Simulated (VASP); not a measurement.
# TiPt3 (P4/mmm) in VASP: a series of runs, part 2 of 2

VASP 6.6.1. Earlier steps stand in the parts before.

## Step 4: Single point, PBEsol (uniaxial strain along a: +4.5 %, then relaxed in part)

Input file INCAR:

```
ALGO = Normal
EDIFF = 1E-6
ENCUT = 500
GGA = PS
GGA_COMPAT = F
ISIF = 2
ISMEAR = 0
LASPH = T
LCHARG = T
LELF = T
LREAL = F
LVHAR = T
LWAVE = F
NBANDS = 29
NELM = 120
PREC = Accurate
SIGMA = 0.1
```

Input file KPOINTS:

```
k-points
0
Gamma
  14 14 14
```

Input file POSCAR:

```
TiPt3
1.0
    4.0748246421      0.0000000000      0.0000000000
    0.0000000000      3.8451958743      0.0000000000
    0.0000000000      0.0000000000      3.8451958743
Ti Pt
1 3
Direct
    0.0000000000      0.0000000000      0.0000000000
    0.0000000000      0.5000000000      0.5000000000
    0.5000000000      0.0000000000      0.5000000000
    0.5000000000      0.5000000000      0.0000000000
```

Potentials or basis: VASP PAW PBE potentials, release 64 (Ti_sv, Pt).

Command:

```bash
cat potpaw_PBE.64/Ti_sv/POTCAR potpaw_PBE.64/Pt/POTCAR > POTCAR
mpirun -np 1 vasp_std > vasp.out
```

OUTCAR:

```text
EDIFF = 1E-6
   ENCUT = 500
   GGA = PS
   ISIF = 2
   ISMEAR = 0
   LASPH = T
   LREAL = F
   NELM = 120
   PREC = Accurate

 ion  position               nearest neighbor table
   1  0.000  0.000  0.000-   2 2.72   2 2.72   2 2.72   2 2.72   3 2.80   4 2.80   4 2.80   3 2.80
                             3 2.80   4 2.80   3 2.80   4 2.80
   2  0.000  0.500  0.500-   1 2.72   1 2.72   1 2.72   1 2.72   4 2.80   4 2.80   3 2.80   3 2.80
[... 975 lines left out ...]
  Direction    XX          YY          ZZ          XY          YZ          ZX
  --------------------------------------------------------------------------------------
  -------------------------------------------------------------------------------------
  Total       -4.2216931     -0.1103987     -0.1103987      0.0000000      0.0000000      0.0000000
  in kB     -112.2668108     -2.9358151     -2.9358151      0.0000000      0.0000000      0.0000000
  external PRESSURE =     -39.3794803 kB  Pullay stress =       0.0000000 kB

 VOLUME and BASIS-vectors are now :
 -----------------------------------------------------------------------------
  energy-cutoff  :      500.00
  volume of cell :       60.25
      direct lattice vectors                 reciprocal lattice vectors
     4.074824642  0.000000000  0.000000000     0.245409334  0.000000000  0.000000000
     0.000000000  3.845195874  0.000000000     0.000000000  0.260064775  0.000000000
     0.000000000  0.000000000  3.845195874     0.000000000  0.000000000  0.260064775

 POSITION                                       TOTAL-FORCE (eV/Angst)
 -----------------------------------------------------------------------------------
      0.00000      0.00000      0.00000         0.000000      0.000000      0.000000
      0.00000      1.92260      1.92260         0.000000      0.000000      0.000000
      2.03741      0.00000      1.92260         0.000000      0.000000      0.000000
      2.03741      1.92260      0.00000         0.000000      0.000000      0.000000
 -----------------------------------------------------------------------------------
    total drift:                                0.000000      0.000000     -0.000000

  FREE ENERGIE OF THE ION-ELECTRON SYSTEM (eV)
  ---------------------------------------------------
  free  energy   TOTEN  =       -32.6717478492 eV

  energy  without entropy=      -32.6662275093  energy(sigma->0) =      -32.66898768
```

It took 9.1 min on 1 thread of Oxide Virtual Turin-like, shared host; peak memory 0.45 GiB.

What came out:

| Item | Value |
| --- | --- |
| Free energy | -32.6717 eV |
| Pressure | -3.9 GPa |
| Band gap on the k mesh | zero (bands 21 and 22 overlap by 1.33 eV) |

Caveat: the cell differs from its parent crystal (uniaxial strain along a: +4.5 %, then relaxed in part); the stress differs along the axes, from -11 to -0 GPa; the PAW data sets were made with another functional, which shifts forces and pressure a little; spin-orbit coupling is left out, which moves the levels of the heavy elements.

## Step 5: Single point, PBEsol (uniaxial strain along a: -4.5 %, then relaxed in part)

Input file INCAR:

```
PREC = Accurate ; ENCUT = 500
EDIFF = 1E-6 ; ISMEAR = 0
SIGMA = 0.1 ; LREAL = False
LASPH = True ; NELM = 120
ALGO = Normal ; ISIF = 2
LWAVE = False ; LCHARG = False
GGA = PS ; NBANDS = 29
GGA_COMPAT = False
```

Input file KPOINTS:

```
Automatic mesh
0
Gamma
  14 14 14
```

Input file POSCAR:

```
TiPt3
1.0
    3.7238828069      0.0000000000      0.0000000000
    0.0000000000      3.9675784093      0.0000000000
    0.0000000000      0.0000000000      3.9675784093
Ti Pt
1 3
Direct
    0.0000000000      0.0000000000      0.0000000000
    0.0000000000      0.5000000000      0.5000000000
    0.5000000000      0.0000000000      0.5000000000
    0.5000000000      0.5000000000      0.0000000000
```

Command:

```bash
cat potpaw_PBE.64/Ti_sv/POTCAR potpaw_PBE.64/Pt/POTCAR > POTCAR
mpirun -np 1 vasp_std > vasp.out
```

Wall time 10 min (1 thread of Oxide Virtual Turin-like, shared host); peak memory 0.45 GiB.

Results (log left out):

```
Free energy            : -32.6700 eV
Pressure               : 3.3 GPa
Band gap on the k mesh : zero (bands 21 and 22 overlap by 1.80 eV)
```

Stress tensor (GPa, compression positive):
```
10.35  0.00  0.00
 0.00 -0.27  0.00
 0.00  0.00 -0.27
```

Levels at points of the mesh, in eV from the Fermi level:
```
           k point  band 18  band 19  band 20  band 21  band 22  band 23  band 24  band 25
(0.00, 0.00, 0.00)    -0.31     0.23     0.23     1.14     1.14     1.34     1.47     1.87
(0.50, 0.00, 0.00)    -2.79    -2.51    -1.68    -0.39    -0.39    -0.30     0.59     0.71
(0.00, 0.50, 0.00)    -2.68    -2.50    -1.27    -0.13    -0.09     0.24     0.34     0.84
(0.50, 0.50, 0.00)    -2.98    -2.50    -2.22    -2.20     0.21     0.31     0.47     1.75
(0.00, 0.50, 0.50)    -3.30    -2.55    -2.51    -2.48     0.16     0.16     0.24     1.08
(0.50, 0.50, 0.50)    -0.73    -0.73    -0.72    -0.58    -0.58    -0.22     1.25     1.25
```

Caveat: the cell differs from its parent crystal (uniaxial strain along a: -4.5 %, then relaxed in part); the stress differs along the axes, from -0 to 10 GPa; the PAW data sets were made with another functional, which shifts forces and pressure a little; spin-orbit coupling is left out, which moves the levels of the heavy elements.

## Step 6: Single point, PBEsol (uniaxial strain along a: -3.0 %, then relaxed in part)

Input file INCAR:

```
SYSTEM = TiPt3
  ALGO = Normal
  EDIFF = 1E-6
  ENCUT = 500
  GGA = PS
  GGA_COMPAT = .False.
  ISIF = 2
  ISMEAR = 0
  LASPH = .True.
  LCHARG = .False.
  LREAL = .False.
  LWAVE = .False.
  NBANDS = 29
  NELM = 120
  PREC = Accurate
  SIGMA = 0.1
```

Input file KPOINTS:

```
k-points
0
Gamma
  14 14 14
  0 0 0
```

Input file POSCAR:

```
TiPt3
1.0
    3.7823731128      0.0000000000      0.0000000000
    0.0000000000      3.9432920851      0.0000000000
    0.0000000000      0.0000000000      3.9432920851
Ti Pt
1 3
Direct
    0.0000000000      0.0000000000      0.0000000000
    0.0000000000      0.5000000000      0.5000000000
    0.5000000000      0.0000000000      0.5000000000
    0.5000000000      0.5000000000      0.0000000000
```

Potentials or basis: VASP PAW PBE potentials, release 64 (Ti_sv, Pt).

Command:

```bash
cat potpaw_PBE.64/Ti_sv/POTCAR potpaw_PBE.64/Pt/POTCAR > POTCAR
mpirun -np 1 vasp_std > vasp.out
```

Run time: 8.6 min. Hardware: 1 thread of Oxide Virtual Turin-like, shared host; peak memory 0.45 GiB.

It converged, with:

```
Free energy            : -32.7208 eV
Pressure               : 2.1 GPa
Band gap on the k mesh : zero (bands 21 and 22 overlap by 1.81 eV)
```

Stress tensor (GPa, compression positive):
```
 6.91  0.00  0.00
 0.00 -0.29  0.00
 0.00  0.00 -0.29
```

Levels at points of the mesh, in eV from the Fermi level:
```
           k point  band 19  band 20  band 21  band 22  band 23  band 24
(0.00, 0.00, 0.00)     0.17     0.17     1.27     1.27     1.36     1.45
(0.50, 0.00, 0.00)    -2.56    -1.58    -0.33    -0.33    -0.18     0.61
(0.00, 0.50, 0.00)    -2.56    -1.29    -0.16    -0.14     0.18     0.38
(0.50, 0.50, 0.00)    -2.50    -2.25    -2.22     0.21     0.28     0.42
(0.00, 0.50, 0.50)    -2.53    -2.44    -2.42     0.17     0.17     0.28
(0.50, 0.50, 0.50)    -0.74    -0.73    -0.53    -0.53    -0.30     1.22
```

Caveat: the cell differs from its parent crystal (uniaxial strain along a: -3.0 %, then relaxed in part); the stress differs along the axes, from -0 to 7 GPa; the PAW data sets were made with another functional, which shifts forces and pressure a little; spin-orbit coupling is left out, which moves the levels of the heavy elements.

## Step 7: The runs side by side

| cell | gap on the mesh (eV) | pressure (GPa) |
| --- | --- | --- |
| a = 4.016, b = 3.862, c = 3.862 Å, 4 atoms | none | -2.7 |
| a = 4.016, b = 3.870, c = 3.870 Å, 4 atoms | none | -3.8 |
| a = 4.075, b = 3.845, c = 3.845 Å, 4 atoms | none | -3.9 |
| a = 3.724, b = 3.968, c = 3.968 Å, 4 atoms | none | 3.3 |
| a = 3.782, b = 3.943, c = 3.943 Å, 4 atoms | none | 2.1 |

Alike in all rows: task single point; level PBEsol; potentials or basis VASP PAW PBE potentials, release 64 (Ti_sv, Pt); no spin polarisation; k mesh 14 × 14 × 14; cutoff (eV) 500; smearing gaussian 0.1 eV.

Caveats: the PAW data sets were made with another functional, which shifts forces and pressure a little; spin-orbit coupling is left out, which moves the levels of the heavy elements; the stress differs along the axes, from -8 to -0 GPa (at least some runs); the stress differs along the axes, from -8 to -2 GPa (at least some runs); the stress differs along the axes, from -11 to -0 GPa (at least some runs); the stress differs along the axes, from -0 to 10 GPa (at least some runs); the stress differs along the axes, from -0 to 7 GPa (at least some runs).

Total energies depend on the potentials used, so only differences within one code and one set of settings carry meaning.
